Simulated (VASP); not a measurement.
# GaSb (F-43m) in VASP: a series of runs, part 2 of 2

VASP 6.6.1.

## (3) Single point, PBEsol

This run uses another cell than the first one, of 28.55 Å³/atom.

INCAR

```
  PREC = Accurate
  ENCUT = 520
  EDIFF = 1E-7
  ISMEAR = -1
  SIGMA = 0.15
  LREAL = F
  LASPH = T
  NELM = 80
  ALGO = Normal
  ISIF = 2
  LWAVE = F
  LCHARG = F
  GGA = PS
  NBANDS = 16
```

KPOINTS

```
regular mesh
0
Gamma
  12 12 12
```

POSCAR

```
GaSb
1.0
    0.0000000000      3.0562701467      3.0562701467
    3.0562701467      0.0000000000      3.0562701467
    3.0562701467      3.0562701467      0.0000000000
Ga Sb
1 1
Direct
    0.0000000000      0.0000000000      0.0000000000
    0.7500000000      0.7500000000      0.7500000000
```

Potentials or basis: VASP PAW PBE potentials, release 64 (Ga_d, Sb).

The run is started by

```console
$ cat potpaw_PBE.64/Ga_d/POTCAR potpaw_PBE.64/Sb/POTCAR > POTCAR
$ mpirun -np 1 vasp_std > vasp.out
```

OUTCAR:

```text
PREC = Accurate
   ENCUT = 520
   EDIFF = 1E-7
   ISMEAR = -1
   LREAL = F
   LASPH = T
   NELM = 80
   ISIF = 2
   GGA = PS

 ion  position               nearest neighbor table
   1  0.000  0.000  0.000-   2 2.65   2 2.65   2 2.65   2 2.65
   2  0.750  0.750  0.750-   1 2.65   1 2.65   1 2.65   1 2.65

  LATTYP: Found a face centered cubic cell.
 ALAT       =     6.1125402934

  Lattice vectors:

[... 188 lines left out ...]
      3     -10.2430      2.00000
      4     -10.1922      2.00000
      5     -10.1922      2.00000
      6      -6.7665      2.00000
[... 433 lines left out ...]
      3     -10.2287      2.00000
      4     -10.1938      2.00000
      5     -10.1923      2.00000
      6      -4.9360      2.00000
[... 8 lines left out ...]
     15      13.4177      0.00000
     16      13.8091      0.00000

 [... further k-points ...]
[... 5 lines left out ...]
  --------------------------------------------------------------------------------------
  -------------------------------------------------------------------------------------
  Total        0.0343149      0.0343149      0.0343149      0.0000000      0.0000000      0.0000000
  in kB        0.9629154      0.9629154      0.9629154      0.0000000      0.0000000      0.0000000
  external PRESSURE =       0.9629154 kB  Pullay stress =       0.0000000 kB

 VOLUME and BASIS-vectors are now :
 -----------------------------------------------------------------------------
  energy-cutoff  :      520.00
  volume of cell :       57.10
      direct lattice vectors                 reciprocal lattice vectors
     0.000000000  3.056270147  3.056270147    -0.163598104  0.163598104  0.163598104
     3.056270147  0.000000000  3.056270147     0.163598104 -0.163598104  0.163598104
     3.056270147  3.056270147  0.000000000     0.163598104  0.163598104 -0.163598104

 POSITION                                       TOTAL-FORCE (eV/Angst)
 -----------------------------------------------------------------------------------
      0.00000      0.00000      0.00000        -0.000000     -0.000000     -0.000000
      4.58441      4.58441      4.58441         0.000000      0.000000      0.000000
 -----------------------------------------------------------------------------------
    total drift:                               -0.000000     -0.000000     -0.000000

  FREE ENERGIE OF THE ION-ELECTRON SYSTEM (eV)
  ---------------------------------------------------
  free  energy   TOTEN  =        -8.1570885804 eV

  energy  without entropy=       -8.1504812737  energy(sigma->0) =       -8.15378493
```

OSZICAR:

```text
N       E                     dE             d eps       ncg     rms          rms(c)
DAV:   1     0.810206257563E+02    0.81021E+02   -0.85903E+03  2344   0.138E+03
DAV:   2    -0.185507549242E+01   -0.82876E+02   -0.79383E+02  2784   0.296E+02
DAV:   3    -0.814015986868E+01   -0.62851E+01   -0.62699E+01  2680   0.648E+01
DAV:   4    -0.825387912948E+01   -0.11372E+00   -0.11371E+00  3000   0.978E+00
DAV:   5    -0.825644496262E+01   -0.25658E-02   -0.25658E-02  2864   0.129E+00    0.313E+00
DAV:   6    -0.818268972023E+01    0.73755E-01   -0.83324E-02  3224   0.490E+00    0.183E+00
DAV:   7    -0.815678380679E+01    0.25906E-01   -0.41916E-02  2896   0.185E+00    0.363E-01
DAV:   8    -0.815680969810E+01   -0.25891E-04   -0.47531E-03  3080   0.815E-01    0.101E-01
DAV:   9    -0.815708813096E+01   -0.27843E-03   -0.45278E-04  2640   0.165E-01    0.392E-02
DAV:  10    -0.815707964744E+01    0.84835E-05   -0.19289E-05  3032   0.378E-02    0.118E-02
DAV:  11    -0.815708850798E+01   -0.88605E-05   -0.12303E-05  2680   0.243E-02    0.461E-03
DAV:  12    -0.815708858042E+01   -0.72440E-07   -0.48265E-07  3000   0.677E-03
   1 F= -.81570886E+01 E0= -.81537849E+01  d E =-.660731E-02
```

stdout:

```text
POSCAR found type information on POSCAR GaSb
 POSCAR found :  2 types and       2 ions
 scaLAPACK will be used
 -----------------------------------------------------------------------------
|                                                                             |
|                                                                             |
|     You enforced a specific xc type in the INCAR file but a different       |
|     I HOPE YOU KNOW WHAT YOU ARE DOING!                                     |
|                                                                             |
 -----------------------------------------------------------------------------

 LDA part: xc-table for (Slater+PW92), standard interpolation
 POSCAR, INCAR and KPOINTS ok, starting setup
 FFT: planning ... GRIDC
 FFT: planning ... GRID_SOFT
 FFT: planning ... GRID
 WAVECAR not read
 entering main loop
```

It took 24 s on 1 thread of Intel Xeon Platinum 8488C (Sapphire Rapids), shared host; peak memory 0.21 GiB.

What came out:

```
Free energy            : -8.1571 eV
Pressure               : 0.1 GPa
Band gap on the k mesh : 0.01 eV
```

Caveat: the smearing spreads over this small gap; semilocal functionals underestimate gaps, and a narrow one can read as zero; the PAW data sets were made with another functional, which shifts forces and pressure a little; spin-orbit coupling is left out, which moves the levels of the heavy elements. A k mesh can miss the band edges.

## (4) Single point, PBEsol

This run uses another cell than the first one, of 22.73 Å³/atom.

INCAR

```
SYSTEM = GaSb
PREC     = Accurate       ! precision mode
ENCUT    = 520            ! plane-wave cutoff, eV
EDIFF    = 1E-6           ! SCF threshold, eV
ISMEAR   = -1             ! smearing method
SIGMA    = 0.15           ! smearing width, eV
LREAL    = .False.        ! projectors in reciprocal space
LASPH    = .True.         ! aspherical terms in the spheres
NELM     = 80             ! most SCF steps
ALGO     = Normal         ! electronic algorithm
ISIF     = 2              ! what is computed and relaxed
LWAVE    = .False.        ! write WAVECAR
LCHARG   = .True.         ! write CHGCAR
GGA      = PS             ! functional
LELF     = .True.         ! ELF
LVHAR    = .True.       
NBANDS   = 16             ! bands
```

KPOINTS

```
regular mesh
0
Gamma
  12 12 12
  0 0 0
```

POSCAR

```
GaSb
1.0
    0.0000000000      2.8327825948      2.8327825948
    2.8327825948      0.0000000000      2.8327825948
    2.8327825948      2.8327825948      0.0000000000
Ga Sb
1 1
Direct
    0.0000000000      0.0000000000      0.0000000000
    0.7500000000      0.7500000000      0.7500000000
```

The run is started by

```console
$ cat potpaw_PBE.64/Ga_d/POTCAR potpaw_PBE.64/Sb/POTCAR > POTCAR
$ mpirun -np 1 vasp_std > vasp.out
```

Wall time 54 s (1 thread of Intel Xeon Platinum 8488C (Sapphire Rapids), shared host); peak memory 0.2 GiB.

The run converged. Its results:

```
Free energy            : -7.5602 eV
Pressure               : 20.2 GPa
Band gap on the k mesh : 0.36 eV (least direct gap 1.76 eV)
```

Levels at points of the mesh, in eV from the valence-band top:
| k point | band 5 | band 6 | band 7 | band 8 | band 9 | band 10 | band 11 | band 12 | band 13 | band 14 |
| --- | --- | --- | --- | --- | --- | --- | --- | --- | --- | --- |
| (0.00, 0.00, 0.00) | -15.56 | -13.38 | 0.00 | 0.00 | 0.00 | 1.76 | 2.63 | 2.63 | 2.63 | 5.79 |
| (0.50, 0.00, 0.00) | -15.56 | -11.07 | -7.79 | -1.59 | -1.59 | 0.89 | 3.64 | 3.64 | 6.01 | 10.60 |
| (0.50, 0.50, 0.00) | -15.56 | -9.87 | -8.07 | -3.53 | -3.53 | 0.46 | 0.63 | 10.22 | 10.22 | 12.13 |

Caveat: the cell stands under pressure; semilocal functionals underestimate gaps, and a narrow one can read as zero; the PAW data sets were made with another functional, which shifts forces and pressure a little; spin-orbit coupling is left out, which moves the levels of the heavy elements.

## (5) Single point, PBEsol

This run uses another cell than the first one, of 28.55 Å³/atom.

INCAR

```
  PREC = Accurate
  ENCUT = 520
  EDIFF = 1E-7
  ISMEAR = -1
  SIGMA = 0.15
  LREAL = F
  LASPH = T
  NELM = 80
  ALGO = Normal
  ISIF = 2
  LWAVE = F
  LCHARG = F
  GGA = PS
  NBANDS = 16
```

KPOINTS

```
regular mesh
0
Gamma
  12 12 12
```

POSCAR

```
GaSb
1.0
    0.0000000000      3.0562701464      3.0562701464
    3.0562701464      0.0000000000      3.0562701464
    3.0562701464      3.0562701464      0.0000000000
Ga Sb
1 1
Direct
    0.0000000000      0.0000000000      0.0000000000
    0.7500000000      0.7500000000      0.7500000000
```

The run is started by

```console
$ cat potpaw_PBE.64/Ga_d/POTCAR potpaw_PBE.64/Sb/POTCAR > POTCAR
$ mpirun -np 1 vasp_std > vasp.out
```

Wall time 48 s (1 thread of Intel Xeon Platinum 8488C (Sapphire Rapids), shared host); peak memory 0.21 GiB.

The run converged. Its results:

| Quantity | Value |
| --- | --- |
| Free energy | -8.1571 eV |
| Pressure | 0.1 GPa |
| Band gap on the k mesh | 0.01 eV |

Levels at points of the mesh, in eV from the valence-band top:
| k point | band 6 | band 7 | band 8 | band 9 | band 10 | band 11 | band 12 | band 13 |
| --- | --- | --- | --- | --- | --- | --- | --- | --- |
| (0.00, 0.00, 0.00) | -11.52 | 0.00 | 0.00 | 0.00 | 0.01 | 2.76 | 2.76 | 2.76 |
| (0.50, 0.00, 0.00) | -9.88 | -6.41 | -1.16 | -1.16 | 0.35 | 3.72 | 3.72 | 6.32 |
| (0.50, 0.50, 0.00) | -9.05 | -6.84 | -2.60 | -2.60 | 0.84 | 1.16 | 8.68 | 8.68 |

Caveat: the smearing spreads over this small gap; semilocal functionals underestimate gaps, and a narrow one can read as zero; the PAW data sets were made with another functional, which shifts forces and pressure a little; spin-orbit coupling is left out, which moves the levels of the heavy elements.

## (6) The runs side by side

```tsv
cell	gap on the mesh (eV)	pressure (GPa)
a = 4.271 Å, angles 60.0°, 2 atoms	0.27	2.1
a = 4.322 Å, angles 60.0°, 2 atoms	0.01	0.1
a = 4.006 Å, angles 60.0°, 2 atoms	0.36	20.2
```

Alike in all rows: task single point; level PBEsol; potentials or basis VASP PAW PBE potentials, release 64 (Ga_d, Sb); no spin polarisation; k mesh 12 × 12 × 12; cutoff (eV) 520; smearing fermi-dirac 0.15 eV.

Caveats: semilocal functionals underestimate gaps, and a narrow one can read as zero; the PAW data sets were made with another functional, which shifts forces and pressure a little; spin-orbit coupling is left out, which moves the levels of the heavy elements; the smearing spreads over this small gap (at least some runs); the cell stands under pressure (at least some runs).

Absolute energies hang on the potentials; compare differences alone.
